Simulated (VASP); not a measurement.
# Ca (Pm-3m) in VASP: notebook

Runs on Ca. Level: LDA. Tasks: relaxation of cell and atoms.

Program: VASP 6.6.1. These are calculated values, not measurements. Logs are shortened: lines on timing, memory, paths and dates and some standing lists are left out, and cuts for length are marked.

**1. The cell of the first run**

The structure is cubic, space group Pm-3m (No. 221). The conventional cell has a = 3.349 Å, b = 3.349 Å, c = 3.349 Å, α = 90.00°, β = 90.00°, γ = 90.00°. Ca (site symmetry m-3m) has 6 Ca at 3.35 Å within 4.4 Å.

**2. Relaxation of cell and atoms, LDA**

The input, INCAR:

```
PREC = Accurate ; ENCUT = 600
EDIFF = 1E-6 ; ISMEAR = -1
SIGMA = 0.1 ; LREAL = False
LASPH = True ; NELM = 100
ALGO = Normal ; ISIF = 3
LWAVE = False ; LCHARG = False
IBRION = 2 ; NSW = 80
EDIFFG = -0.01
```

The input, KPOINTS:

```
regular mesh
0
Gamma
  5 5 5
```

The input, POSCAR:

```
Ca
1.0
    3.3489906092      0.0000000000      0.0000000000
    0.0000000000      3.3489906092      0.0000000000
    0.0000000000      0.0000000000      3.3489906092
Ca
1
Direct
    0.0000000000      0.0000000000      0.0000000000
```

Potentials or basis: VASP PAW LDA potentials, release 64 (Ca_sv).

Run with:

```sh
$ cat potpaw_LDA.64/Ca_sv/POTCAR > POTCAR
$ mpirun -np 1 vasp_std > vasp.out
```

OUTCAR:

```text
PREC = Accurate
   ENCUT = 600
   EDIFF = 1E-6
   ISMEAR = -1
   LREAL = False
   LASPH = True
   NELM = 100
   ISIF = 3
   IBRION = 2
   NSW = 80
   EDIFFG = -0.01

 ion  position               nearest neighbor table
   1  0.000  0.000  0.000-

  LATTYP: Found a simple cubic cell.
 ALAT       =     3.3489906092

  Lattice vectors:

 A1 = (   3.3489906092,   0.0000000000,   0.0000000000)
 A2 = (   0.0000000000,   3.3489906092,   0.0000000000)
 A3 = (   0.0000000000,   0.0000000000,   3.3489906092)

Analysis of symmetry for initial positions (statically):
=====================================================================
 Subroutine PRICEL returns:
 Original cell was already a primitive cell.

 Routine SETGRP: Setting up the symmetry group for a
 simple cubic supercell.

 Subroutine GETGRP returns: Found 48 space group operations
 (whereof 48 operations were pure point group operations)
 out of a pool of 48 trial point group operations.

The static configuration has the point symmetry O_h .

Analysis of symmetry for dynamics (positions and initial velocities):
=====================================================================
 Subroutine PRICEL returns:
 Original cell was already a primitive cell.

 Routine SETGRP: Setting up the symmetry group for a
 simple cubic supercell.

 Subroutine GETGRP returns: Found 48 space group operations
 (whereof 48 operations were pure point group operations)
 out of a pool of 48 trial point group operations.

The dynamic configuration has the point symmetry O_h .

 Subroutine INISYM returns: Found 48 space group operations
 (whereof 48 operations are pure point group operations),
 and found     1 'primitive' translations

----------------------------------------------------------------------------------------

                                     Primitive cell

  volume of cell :      37.5614

  direct lattice vectors                    reciprocal lattice vectors
     3.348990609  0.000000000  0.000000000     0.298597433  0.000000000  0.000000000
     0.000000000  3.348990609  0.000000000     0.000000000  0.298597433  0.000000000
     0.000000000  0.000000000  3.348990609     0.000000000  0.000000000  0.298597433

  length of vectors
     3.348990609  3.348990609  3.348990609     0.298597433  0.298597433  0.298597433

  position of ions in fractional coordinates (direct lattice)
     0.000000000  0.000000000  0.000000000

  ion indices of the primitive-cell ions
   primitive index   ion index
                 1           1

----------------------------------------------------------------------------------------

 KPOINTS: regular mesh

Automatic generation of k-mesh.
 Grid dimensions read from file:
 generate k-points for:    5    5    5

 Generating k-lattice:

  Cartesian coordinates                     Fractional coordinates (reciprocal lattice)
     0.059719487  0.000000000  0.000000000     0.200000000  0.000000000  0.000000000
     0.000000000  0.059719487  0.000000000     0.000000000  0.200000000  0.000000000
     0.000000000  0.000000000  0.059719487     0.000000000  0.000000000  0.200000000

  Length of vectors
     0.059719487  0.059719487  0.059719487

  Shift w.r.t. Gamma in fractional coordinates (k-lattice)
     0.000000000  0.000000000  0.000000000

 Subroutine IBZKPT returns following result:
 ===========================================

 Found     10 irreducible k-points:

 Following reciprocal coordinates:
            Coordinates               Weight
  0.000000  0.000000  0.000000      1.000000
  0.200000  0.000000  0.000000      6.000000
  0.400000  0.000000  0.000000      6.000000
  0.200000  0.200000  0.000000     12.000000
  0.400000  0.200000  0.000000     24.000000
  0.400000  0.400000  0.000000     12.000000
  0.200000  0.200000  0.200000      8.000000
  0.400000  0.200000  0.200000     24.000000
  0.400000  0.400000  0.200000     24.000000
  0.400000  0.400000  0.400000      8.000000
   k-points           NKPTS =     10   k-points in BZ     NKDIM =     10   number of bands    NBANDS=      9
   number of dos      NEDOS =    301   number of ions     NIONS =      1
   total plane-waves  NPLWV =  21952
   dimension x,y,z NGX =    28 NGY =   28 NGZ =   28
   dimension x,y,z NGXF=    56 NGYF=   56 NGZF=   56
   ions per type =               1
   NGX,Y,Z   is equivalent  to a cutoff of  13.90, 13.90, 13.90 a.u.
   NGXF,Y,Z  is equivalent  to a cutoff of  27.80, 27.80, 27.80 a.u.
 SYSTEM =  unknown system
   PREC   = accura    normal or accurate (medium, high low for compatibility)
   ISTART =      0    job   : 0-new  1-cont  2-samecut
   ICHARG =      2    charge: 1-file 2-atom 10-const
   ISPIN  =      1    spin polarized calculation?
   LNONCOLLINEAR =      F non collinear calculations
   LSORBIT =      F    spin-orbit coupling
   LASPH  =      T    aspherical Exc in radial PAW
   ENCUT  =  600.0 eV  44.10 Ry    6.64 a.u.   6.69  6.69  6.69*2*pi/ulx,y,z
   NELM   =    100;   NELMIN=  2; NELMDL= -5     # of ELM steps
   EDIFF  = 0.1E-05   stopping-criterion for ELM
   LREAL  =      F    real-space projection
   EDIFFG = -.1E-01   stopping-criterion for IOM
   NSW    =     80    number of steps for IOM
   IBRION =      2    ionic relax: 0-MD 1-quasi-New 2-CG
   NFREE  =      1    steps in history (QN), initial steepest desc. (CG)
   ISIF   =      3    stress and relaxation
   ISYM   =      2    0-nonsym 1-usesym 2-fastsym
   POTIM  = 0.5000    time-step for ionic-motion
   TEBEG  =    0.0;   TEEND  =   0.0 temperature during run
   PSTRESS=    0.0 pullay stress
   NELECT =      10.0000    total number of electrons
   NUPDOWN=      -1.0000    fix difference up-down
   EMIN   =  10.00;   EMAX   =-10.00  energy-range for DOS
   EFERMI =   0.00;   METHOD = LEGACY
   ISMEAR =    -1;   SIGMA  =   0.10  broadening in eV -4-tet -1-fermi 0-gaus
   EFERMI_NEDOS =   21; number of points for ismear=-14 and -15
   IALGO  =     38    algorithm
   IMIX   =      4    mixing-type and parameters
     AMIX     =   0.40;   BMIX     =  1.00
     AMIX_MAG =   1.60;   BMIX_MAG =  1.00
  volume/ion in A,a.u.               =      37.56       253.48
  Fermi-wavevector in a.u.,A,eV,Ry     =   1.053160  1.990183 15.090839  1.109145
  Thomas-Fermi vector in A             =   2.188271
   LORBIT       =      0    0 simple, 1 ext, 2 COOP (PROOUT), +10 PAW based schemes
   GGA     = CA    functional components
   LHFCALC =     F    Hartree Fock is set to
   AEXX    =    0.0000 exact exchange contribution
   IVDW    =     0    specifies the selected vdW correction
   LEPSILON=     F    determine dielectric tensor
   LRPA    =     F    only Hartree local field effects (RPA)
 conjugate gradient relaxation of ions
 non-spin polarized calculation
  energy-cutoff  :      600.00
  volume of cell :       37.56
 maximum number of plane-waves:      1269
 NGX is ok and might be reduce to    28
   NGX = 13   NGY = 13   NGZ = 13

 number of electron      10.0000000 magnetization

 number of electron       9.9999999 magnetization

 Free energy of the ion-electron system (eV)
  ---------------------------------------------------
  ext. energy  EPLUGINS =         0.00000000
  ---------------------------------------------------
  free energy    TOTEN  =        -1.84963252 eV

  energy without entropy =       -1.81688907  energy(sigma->0) =       -1.83326079

 E-fermi :   2.3219     XC(G=0):  -8.3237

 val. band max:        1.8034731288   @ k =   0.4000   0.4000   0.2000
 cond. band min:       2.3775790289   @ k =   0.4000   0.4000   0.4000
 fundamental gap:      0.5741059001
 Fermi energy:         2.3219271285

 k-point     1 :       0.0000    0.0000    0.0000
  band No.  band energies     occupation
      1     -39.3085      2.00000
      2     -20.4412      2.00000
      3     -20.4412      2.00000
      4     -20.4412      2.00000
      5      -1.8885      2.00000
      6       2.8394      0.01126
      7       2.8394      0.01126
      8       6.6513      0.00000
      9       6.6513      0.00000

 k-point     2 :       0.2000    0.0000    0.0000
  band No.  band energies     occupation
      1     -39.2964      2.00000
      2     -20.5638      2.00000
      3     -20.4307      2.00000
      4     -20.4307      2.00000
      5      -1.2696      2.00000
      6       3.0193      0.00187
      7       3.0252      0.00176
      8       6.0427      0.00000
      9       6.0431      0.00000

 k-point     3 :       0.4000    0.0000    0.0000
  band No.  band energies     occupation
      1     -39.2768      2.00000
      2     -20.7563      2.00000
      3     -20.4137      2.00000
      4     -20.4137      2.00000
      5       0.3022      2.00000
      6       2.3916      0.66490
      7       3.3438      0.00007
      8       5.3037      0.00000
      9       5.3037      0.00000

 k-point     4 :       0.2000    0.2000    0.0000
  band No.  band energies     occupation
      1     -39.2845      2.00000
      2     -20.5559      2.00000
      3     -20.5462      2.00000
      4     -20.4204      2.00000
      5      -0.6799      2.00000
      6       3.1349      0.00059
      7       3.3699      0.00006
      8       5.2861      0.00000
      9       6.0249      0.00000

 k-point     5 :       0.4000    0.2000    0.0000
  band No.  band energies     occupation
      1     -39.2651      2.00000
      2     -20.7403      2.00000
      3     -20.5304      2.00000
      4     -20.4037      2.00000
      5       0.8021      2.00000
      6       2.5169      0.24921
      7       3.7154      0.00000
      8       4.9871      0.00000
      9       5.4128      0.00000

 k-point     6 :       0.4000    0.4000    0.0000
  band No.  band energies     occupation
      1     -39.2461      2.00000
      2     -20.7160      2.00000
      3     -20.7125      2.00000
      4     -20.3875      2.00000
      5       1.4965      1.99948
      6       2.7863      0.01907
      7       4.6322      0.00000
      8       4.8062      0.00000
      9       5.5930      0.00000

 k-point     7 :       0.2000    0.2000    0.2000
  band No.  band energies     occupation
      1     -39.2727      2.00000
      2     -20.5478      2.00000
      3     -20.5341      2.00000
      4     -20.5341      2.00000
      5      -0.1274      2.00000
      6       3.5259      0.00001
      7       3.5259      0.00001
      8       5.3116      0.00000
      9       5.4775      0.00000

 k-point     8 :       0.4000    0.2000    0.2000
  band No.  band energies     occupation
      1     -39.2536      2.00000
      2     -20.7248      2.00000
      3     -20.5226      2.00000
      4     -20.5145      2.00000
      5       1.2187      1.99997
      6       2.8962      0.00639
      7       3.9051      0.00000
      8       4.4891      0.00000
      9       5.6518      0.00000

 k-point     9 :       0.4000    0.4000    0.2000
  band No.  band energies     occupation
      1     -39.2348      2.00000
      2     -20.7012      2.00000
      3     -20.6978      2.00000
      4     -20.4992      2.00000
      5       1.8035      1.98886
      6       3.3166      0.00010
      7       3.8005      0.00000
      8       4.4353      0.00000
      9       6.0792      0.00000

 k-point    10 :       0.4000    0.4000    0.4000
  band No.  band energies     occupation
      1     -39.2163      2.00000
      2     -20.6785      2.00000
      3     -20.6740      2.00000
      4     -20.6740      2.00000
      5       2.3776      0.72871
      6       2.9978      0.00232
      7       2.9978      0.00232
      8       6.3420      0.00000
      9       6.3422      0.00000

------------------------ aborting loop because EDIFF is reached ----------------------------------------

  FORCE on cell =-STRESS in cart. coord.  units (eV):
  Direction    XX          YY          ZZ          XY          YZ          ZX
  --------------------------------------------------------------------------------------
  -------------------------------------------------------------------------------------
  Total       -0.0000257     -0.0000257     -0.0000257     -0.0000000     -0.0000000      0.0000000
  in kB       -0.0010972     -0.0010972     -0.0010972     -0.0000000     -0.0000000      0.0000000
  external PRESSURE =      -0.0010972 kB  Pullay stress =       0.0000000 kB

 VOLUME and BASIS-vectors are now :
 -----------------------------------------------------------------------------
  energy-cutoff  :      600.00
  volume of cell :       37.56
      direct lattice vectors                 reciprocal lattice vectors
     3.348990609  0.000000000  0.000000000     0.298597433  0.000000000  0.000000000
     0.000000000  3.348990609  0.000000000     0.000000000  0.298597433  0.000000000
     0.000000000  0.000000000  3.348990609     0.000000000  0.000000000  0.298597433

 POSITION                                       TOTAL-FORCE (eV/Angst)
 -----------------------------------------------------------------------------------
      0.00000      0.00000      0.00000         0.000000      0.000000      0.000000
 -----------------------------------------------------------------------------------
    total drift:                               -0.000000     -0.000000     -0.000000

  FREE ENERGIE OF THE ION-ELECTRON SYSTEM (eV)
  ---------------------------------------------------
  free  energy   TOTEN  =        -1.8496325186 eV

  energy  without entropy=       -1.8168890703  energy(sigma->0) =       -1.83326079

 reached required accuracy - stopping structural energy minimisation
```

Wall time 5.9 s (1 thread of Intel Xeon 8259CL, shared host); peak memory 0.13 GiB.

Results:

* Free energy: -1.8496 eV
* Pressure after relaxing: 0.0 GPa

Final structure:
```xyz
1
Lattice="3.3490 0.0000 0.0000 0.0000 3.3490 0.0000 0.0000 0.0000 3.3490" Properties=species:S:1:pos:R:3 pbc="T T T"
Ca    0.0000    0.0000    0.0000
```

Levels at points of the mesh, in eV from the Fermi level:
```
           k point  band 2  band 3  band 4  band 5  band 6  band 7  band 8  band 9
(0.00, 0.00, 0.00)  -22.76  -22.76  -22.76   -4.21    0.52    0.52    4.33    4.33
```

Caveat: the k points lie up to 0.38 Å⁻¹ apart in the final cell; the relaxation stopped at its first step, so nothing moved.

**3. Relaxation of cell and atoms, LDA**

This run uses another cell than the first one, of 47.83 Å³/atom, 1.273 times its volume.

The input, INCAR:

```
  PREC = Accurate
  ENCUT = 600
  EDIFF = 1E-6
  ISMEAR = -1
  SIGMA = 0.1
  LREAL = False
  LASPH = True
  NELM = 80
  ALGO = Normal
  ISIF = 3
  LWAVE = False
  LCHARG = False
  IBRION = 2
  NSW = 80
  EDIFFG = -0.01
```

The input, KPOINTS:

```
Automatic mesh
0
Gamma
  5 5 5
```

The input, POSCAR:

```
Ca
1.0
    3.6300000000      0.0000000000      0.0000000000
    0.0000000000      3.6300000000      0.0000000000
    0.0000000000      0.0000000000      3.6300000000
Ca
1
Direct
    0.0000000000      0.0000000000      0.0000000000
```

Potentials or basis: VASP PAW LDA potentials, release 64 (Ca_sv).

Run with:

```sh
$ cat potpaw_LDA.64/Ca_sv/POTCAR > POTCAR
$ mpirun -np 1 vasp_std > vasp.out
```

Wall time 29 s (1 thread of Intel Xeon 8259CL, shared host); peak memory 0.15 GiB.

The run converged. Its results:

- Free energy: -1.8501 eV
- Relaxed volume: 37.52 Å³/atom
- Relaxed cell: a = 3.348 Å, b = 3.348 Å, c = 3.348 Å, α = 90.00°, β = 90.00°, γ = 90.00°
- Space group after relaxing (to 0.05 Å): Pm-3m (No. 221)
- Energy gained by relaxing: 78.8 meV/atom
- Ionic steps: 4
- Pressure after relaxing: 0.0 GPa

The path:
```
step  energy change (eV)  largest force (eV/Å)  pressure (GPa)  volume (Å³)
   1              0.0000                0.0000           -2.10        47.83
   2             -0.0479                0.0000           -1.50        43.61
   3             -0.0777                0.0000           -0.33        38.68
   4             -0.0788                0.0000            0.04        37.52
```

Final structure:
```yaml
crystal:
  lattice:
    - [3.34790, 0.00000, 0.00000]
    - [0.00000, 3.34790, 0.00000]
    - [0.00000, 0.00000, 3.34790]
  atoms:
    - { symbol: Ca, position: [0.00000, 0.00000, 0.00000] }
```

Levels at points of the mesh, in eV from the Fermi level:
```
           k point  band 2  band 3  band 4  band 5  band 6  band 7  band 8  band 9
(0.00, 0.00, 0.00)  -22.76  -22.76  -22.76   -4.21    0.52    0.52    4.33    4.33
```

Caveat: the volume moved by over 15 % at a fixed basis, so the end points are rough.
